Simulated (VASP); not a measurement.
# VO2 (P4_2/mnm) in VASP: notebook, part 2 of 2

VASP 6.6.1. Earlier steps stand in the parts before.

## 3. Single point, PBE exchange alone, collinear spin, ferromagnetic start

The input, INCAR:

```
SYSTEM = VO2
AGGAC = 0.0
ALDAC = 0.0
ALGO = Normal
EDIFF = 1E-6
ENCUT = 600
GGA = PE
GGA_COMPAT = .False.
ISIF = 2
ISMEAR = -1
ISPIN = 2
LASPH = .True.
LCHARG = .True.
LELF = .True.
LMAXMIX = 4
LORBIT = 11
LREAL = .False.
LVHAR = .True.
LWAVE = .False.
MAGMOM = 2 2 0 0 0 0
NBANDS = 38
NELM = 200
PREC = Accurate
SIGMA = 0.05
```

The input, KPOINTS:

```
k-points
0
Gamma
  6 6 9
  0 0 0
```

The input, POSCAR:

```
VO2
1.0
    4.4769514558      0.0000000000      0.0000000000
    0.0000000000      4.4769514558      0.0000000000
    0.0000000000      0.0000000000      3.0240168340
V O
2 4
Direct
    0.5000000000      0.5000000000      0.5000000000
    0.0000000000      0.0000000000      0.0000000000
    0.2003580000      0.7996420000      0.5000000000
    0.7996420000      0.2003580000      0.5000000000
    0.7003580000      0.7003580000      0.0000000000
    0.2996420000      0.2996420000      0.0000000000
```

Potentials or basis: VASP PAW PBE potentials, release 64 (V_sv, O).

Started as:

```bash
cat potpaw_PBE.64/V_sv/POTCAR potpaw_PBE.64/O/POTCAR > POTCAR
mpirun -np 1 vasp_std > vasp.out
```

OUTCAR:

```text
SYSTEM = VO2
   EDIFF = 1E-6
   ENCUT = 600
   GGA = PE
   ISIF = 2
   ISMEAR = -1
   ISPIN = 2
   LASPH = .True.
   LORBIT = 11
   LREAL = .False.
   NELM = 200
   PREC = Accurate

 ion  position               nearest neighbor table
   1  0.500  0.500  0.500-   3 1.90   4 1.90   5 1.97   6 1.97   5 1.97   6 1.97
   2  0.000  0.000  0.000-   5 1.90   6 1.90   3 1.97   4 1.97   3 1.97   4 1.97
   3  0.200  0.800  0.500-   1 1.90   2 1.97   2 1.97
   4  0.800  0.200  0.500-   1 1.90   2 1.97   2 1.97
   5  0.700  0.700  0.000-   2 1.90   1 1.97   1 1.97
   6  0.300  0.300  0.000-   2 1.90   1 1.97   1 1.97

  LATTYP: Found a simple tetragonal cell.
 ALAT       =     4.4769514558
 C/A-ratio  =     0.6754633960

  Lattice vectors:

 A1 = (   4.4769514558,   0.0000000000,   0.0000000000)
 A2 = (   0.0000000000,   4.4769514558,   0.0000000000)
 A3 = (   0.0000000000,   0.0000000000,   3.0240168340)

Analysis of symmetry for initial positions (statically):
=====================================================================
 Subroutine PRICEL returns:
 Original cell was already a primitive cell.

 Routine SETGRP: Setting up the symmetry group for a
 simple tetragonal supercell.

 Subroutine GETGRP returns: Found 16 space group operations
 (whereof  8 operations were pure point group operations)
 out of a pool of 16 trial point group operations.

The static configuration has the point symmetry D_2h.
 The point group associated with its full space group is D_4h.

Analysis of symmetry for dynamics (positions and initial velocities):
=====================================================================
 Subroutine PRICEL returns:
 Original cell was already a primitive cell.

 Routine SETGRP: Setting up the symmetry group for a
 simple tetragonal supercell.

 Subroutine GETGRP returns: Found 16 space group operations
 (whereof  8 operations were pure point group operations)
 out of a pool of 16 trial point group operations.

[... 179 lines left out ...]
 spin component 1

 k-point     1 :       0.0000    0.0000    0.0000
  band No.  band energies     occupation
      1     -58.5680      1.00000
      2     -58.5586      1.00000
      3     -32.4441      1.00000
      4     -32.4441      1.00000
      5     -32.3823      1.00000
      6     -32.3599      1.00000
[... 949 lines left out ...]
     36      17.7514      0.00000
     37      20.8062      0.00000

 [... further k-points ...]

 spin component 2

 k-point     1 :       0.0000    0.0000    0.0000
  band No.  band energies     occupation
      1     -57.2204      1.00000
      2     -57.2102      1.00000
      3     -31.2311      1.00000
      4     -31.2311      1.00000
      5     -31.0197      1.00000
      6     -30.9949      1.00000
[... 949 lines left out ...]
     36      17.8932      0.00000
     37      21.2205      0.00000

 [... further k-points ...]

 [bands above 37 left out]

------------------------ aborting loop because EDIFF is reached ----------------------------------------

  FORCE on cell =-STRESS in cart. coord.  units (eV):
  Direction    XX          YY          ZZ          XY          YZ          ZX
  --------------------------------------------------------------------------------------
  -------------------------------------------------------------------------------------
  Total        8.3780044      8.3780044      2.7404633      0.0000000      0.0000000      0.0000000
  in kB      221.4635171    221.4635171     72.4411937      0.0000000      0.0000000      0.0000000
  external PRESSURE =     171.7894093 kB  Pullay stress =       0.0000000 kB

 VOLUME and BASIS-vectors are now :
 -----------------------------------------------------------------------------
  energy-cutoff  :      600.00
  volume of cell :       60.61
      direct lattice vectors                 reciprocal lattice vectors
     4.476951456  0.000000000  0.000000000     0.223366282  0.000000000  0.000000000
     0.000000000  4.476951456  0.000000000     0.000000000  0.223366282  0.000000000
     0.000000000  0.000000000  3.024016834     0.000000000  0.000000000  0.330685990

 POSITION                                       TOTAL-FORCE (eV/Angst)
 -----------------------------------------------------------------------------------
      2.23848      2.23848      1.51201         0.000000      0.000000      0.000000
      0.00000      0.00000      0.00000         0.000000      0.000000      0.000000
      0.89699      3.57996      1.51201        -0.102917      0.102917      0.000000
      3.57996      0.89699      1.51201         0.102917     -0.102917      0.000000
      3.13547      3.13547      0.00000        -0.102917     -0.102917      0.000000
      1.34148      1.34148      0.00000         0.102917      0.102917      0.000000
 -----------------------------------------------------------------------------------
    total drift:                                0.000000      0.000000      0.000000

  FREE ENERGIE OF THE ION-ELECTRON SYSTEM (eV)
  ---------------------------------------------------
  free  energy   TOTEN  =       -44.7465759155 eV

  energy  without entropy=      -44.7011988398  energy(sigma->0) =      -44.72388738

 total charge

# of ion       s       p       d       tot
------------------------------------------
    1        2.269   6.307   2.849  11.424
    2        2.269   6.307   2.849  11.424
    3        1.565   3.483   0.000   5.048
    4        1.565   3.483   0.000   5.048
    5        1.565   3.483   0.000   5.048
    6        1.565   3.483   0.000   5.048
--------------------------------------------------
tot         10.799  26.545   5.698  43.042

 magnetization (x)

# of ion       s       p       d       tot
------------------------------------------
    1        0.017   0.014   1.102   1.134
    2        0.017   0.014   1.102   1.134
    3       -0.003  -0.088   0.000  -0.091
    4       -0.003  -0.088   0.000  -0.091
    5       -0.003  -0.088   0.000  -0.091
    6       -0.003  -0.088   0.000  -0.091
--------------------------------------------------
tot          0.022  -0.325   2.205   1.902
```

OSZICAR:

```text
N       E                     dE             d eps       ncg     rms          rms(c)
DAV:   1     0.670736505934E+03    0.67074E+03   -0.29572E+04  7600   0.160E+03
DAV:   2    -0.102763212603E+02   -0.68101E+03   -0.63428E+03  8032   0.485E+02
DAV:   3    -0.621760272285E+02   -0.51900E+02   -0.51175E+02  8602   0.144E+02
DAV:   4    -0.628573930214E+02   -0.68137E+00   -0.68053E+00  8532   0.178E+01
DAV:   5    -0.628629541864E+02   -0.55612E-02   -0.55606E-02  8442   0.170E+00    0.459E+01
DAV:   6    -0.490185916908E+02    0.13844E+02   -0.61447E+01  8760   0.741E+01    0.275E+01
DAV:   7    -0.473743545862E+02    0.16442E+01   -0.42085E+01  7794   0.648E+01    0.217E+01
DAV:   8    -0.453745684975E+02    0.19998E+01   -0.30169E+00  8206   0.150E+01    0.991E+00
DAV:   9    -0.447586069566E+02    0.61596E+00   -0.97150E-01  9648   0.109E+01    0.217E+00
DAV:  10    -0.447534318427E+02    0.51751E-02   -0.15913E-01  8236   0.301E+00    0.181E+00
DAV:  11    -0.447542163231E+02   -0.78448E-03   -0.21925E-02  8314   0.104E+00    0.924E-01
DAV:  12    -0.447460476656E+02    0.81687E-02   -0.11143E-02  9378   0.117E+00    0.188E-01
DAV:  13    -0.447466611725E+02   -0.61351E-03   -0.29070E-03  8308   0.347E-01    0.148E-01
DAV:  14    -0.447466432721E+02    0.17900E-04   -0.27252E-04  8298   0.170E-01    0.131E-01
DAV:  15    -0.447465838726E+02    0.59400E-04   -0.22377E-04  8478   0.142E-01    0.444E-02
DAV:  16    -0.447465754030E+02    0.84696E-05   -0.47967E-05  8314   0.702E-02    0.193E-02
DAV:  17    -0.447465759155E+02   -0.51250E-06   -0.71366E-06  7574   0.196E-02
   1 F= -.44746576E+02 E0= -.44723887E+02  d E =-.453771E-01  mag=     2.0000
```

Run time: 2.9 min. Hardware: 1 thread of Intel Xeon Platinum 8259CL at 2.50GHz (Skylake/Cascade Lake), shared host; peak memory 0.32 GiB.

Results:

* Free energy: -44.7466 eV
* Pressure: 17.2 GPa
* Largest force: 0.146 eV/Å
* Band gap on the k mesh: zero (filled and empty bands overlap)
* Net moment: 2.00 μB per cell
* Site moments: V +1.13; O -0.09 μB
* Valence electrons inside the program's atomic spheres: V 11.42; O 5.05

Forces in eV/Å, atoms in the order of the input:
```
V    0.000  0.000  0.000
V    0.000  0.000  0.000
O   -0.103  0.103  0.000
O    0.103 -0.103  0.000
O   -0.103 -0.103  0.000
O    0.103  0.103  0.000
```

Levels at points of the mesh, in eV from the Fermi level:
Spin up:
| k point | band 24 | band 25 | band 26 | band 27 | band 28 | band 29 |
| --- | --- | --- | --- | --- | --- | --- |
| (0.00, 0.00, 0.00) | -0.98 | -0.83 | -0.49 | -0.34 | -0.31 | -0.31 |
| (0.50, 0.00, 0.00) | -1.76 | -0.16 | -0.16 | 0.43 | 0.43 | 0.98 |
| (0.50, 0.50, 0.00) | -2.31 | -0.75 | -0.75 | -0.28 | -0.28 | 1.39 |
Spin down:
| k point | band 21 | band 22 | band 23 | band 24 | band 25 | band 26 | band 27 | band 28 |
| --- | --- | --- | --- | --- | --- | --- | --- | --- |
| (0.00, 0.00, 0.00) | -2.06 | -1.68 | -1.68 | -1.25 | 0.86 | 0.99 | 1.00 | 1.06 |
| (0.50, 0.00, 0.00) | -3.20 | -3.20 | -1.97 | -1.97 | 1.42 | 1.42 | 1.70 | 1.70 |
| (0.50, 0.50, 0.00) | -2.83 | -2.83 | -2.42 | -2.42 | 0.85 | 0.85 | 1.09 | 1.09 |

Caveat: the stress differs along the axes, from 7 to 22 GPa; semilocal functionals often make such compounds metallic where correlation or magnetic order opens a gap, which also shifts bond lengths.

## 4. Single point, PBEsol, collinear spin, ferromagnetic start

This run uses another cell than the first one, of 9.69 Å³/atom.

The input, INCAR:

```
ALGO = Normal ; EDIFF = 1E-6
ENCUT = 600 ; GGA = PS
GGA_COMPAT = False ; ISIF = 2
ISMEAR = -1 ; ISPIN = 2
LASPH = True ; LCHARG = False
LMAXMIX = 4 ; LORBIT = 11
LREAL = False ; LWAVE = False
MAGMOM = 2 2 0 0 0 0 ; NBANDS = 38
NELM = 200 ; PREC = Accurate
SIGMA = 0.05
```

The input, KPOINTS:

```
k-points
0
Gamma
  6 6 9
```

Edit POSCAR of step 3 so:

```diff
@@ -2,5 +2,5 @@
 1.0
-    4.4769514558      0.0000000000      0.0000000000
-    0.0000000000      4.4769514558      0.0000000000
-    0.0000000000      0.0000000000      3.0240168340
+    4.4151925128      0.0000000000      0.0000000000
+    0.0000000000      4.4151925128      0.0000000000
+    0.0000000000      0.0000000000      2.9823009287
 V O
```

Started as:

```bash
cat potpaw_PBE.64/V_sv/POTCAR potpaw_PBE.64/O/POTCAR > POTCAR
mpirun -np 1 vasp_std > vasp.out
```

It took 6.6 min on 1 thread of Intel Xeon Platinum 8259CL at 2.50GHz (Skylake/Cascade Lake), shared host; peak memory 0.32 GiB.

It converged, with:

```
Free energy                                           : -54.4116 eV
Pressure                                              : -2.4 GPa
Largest force                                         : 0.260 eV/Å
Band gap on the k mesh                                : zero (filled and empty bands overlap)
Net moment                                            : 2.00 μB per cell
Site moments                                          : V +1.05; O -0.05 μB
Valence electrons inside the program's atomic spheres : V 11.56; O 5.03
```

Forces in eV/Å, atoms in the order of the input:
```
V    0.000  0.000  0.000
V    0.000  0.000  0.000
O   -0.184  0.184  0.000
O    0.184 -0.184  0.000
O   -0.184 -0.184  0.000
O    0.184  0.184  0.000
```

Stress tensor (GPa, compression positive):
```
  4.65   0.00   0.00
  0.00   4.65   0.00
  0.00   0.00 -16.45
```

Levels at points of the mesh, in eV from the Fermi level:
Spin up:
```tsv
k point	band 23	band 24	band 25	band 26	band 27	band 28	band 29	band 30
(0.00, 0.00, 0.00)	-1.77	-1.25	-0.87	-0.54	-0.42	-0.40	-0.40	2.05
(0.50, 0.00, 0.00)	-2.09	-2.09	-0.14	-0.14	0.42	0.42	0.96	0.96
(0.50, 0.50, 0.00)	-2.62	-2.62	-0.79	-0.79	-0.36	-0.36	1.40	1.40
```
Spin down:
```tsv
k point	band 21	band 22	band 23	band 24	band 25	band 26	band 27	band 28
(0.00, 0.00, 0.00)	-2.27	-1.86	-1.86	-1.39	0.38	0.55	0.66	0.74
(0.50, 0.00, 0.00)	-3.53	-3.53	-2.19	-2.19	1.02	1.02	1.47	1.47
(0.50, 0.50, 0.00)	-3.09	-3.09	-2.65	-2.65	0.39	0.39	0.78	0.78
```

Caveat: the stress differs along the axes, from -16 to 5 GPa; the PAW data sets were made with another functional, which shifts forces and pressure a little; semilocal functionals often make such compounds metallic where correlation or magnetic order opens a gap, which also shifts bond lengths. With open d or f shells a metallic result of PBEsol can be an artefact of self-interaction; +U or a hybrid may open a gap.

## 5. Summary

| level | cell | gap on the mesh (eV) | pressure (GPa) | moment (μB) | largest force (eV/Å) |
| --- | --- | --- | --- | --- | --- |
| RPBE | a = 4.477, b = 4.477, c = 3.024 Å, 6 atoms | none | 1.3 | 2.00 | 0.21 |
| PBE exchange alone | a = 4.477, b = 4.477, c = 3.024 Å, 6 atoms | none | 17.2 | 2.00 | 0.15 |
| PBEsol | a = 4.415, b = 4.415, c = 2.982 Å, 6 atoms | none | -2.4 | 2.00 | 0.26 |

Alike in all rows: task single point; potentials or basis VASP PAW PBE potentials, release 64 (V_sv, O); spin collinear, ferromagnetic start; k mesh 6 × 6 × 9; cutoff (eV) 600; smearing fermi-dirac 0.05 eV.

Caveats: semilocal functionals often make such compounds metallic where correlation or magnetic order opens a gap, which also shifts bond lengths; the PAW data sets were made with another functional, which shifts forces and pressure a little (at least some runs); the stress differs along the axes, from -10 to 7 GPa (at least some runs); the stress differs along the axes, from 7 to 22 GPa (at least some runs); the stress differs along the axes, from -16 to 5 GPa (at least some runs).

Total energies depend on the potentials used, so only differences within one code and one set of settings carry meaning.
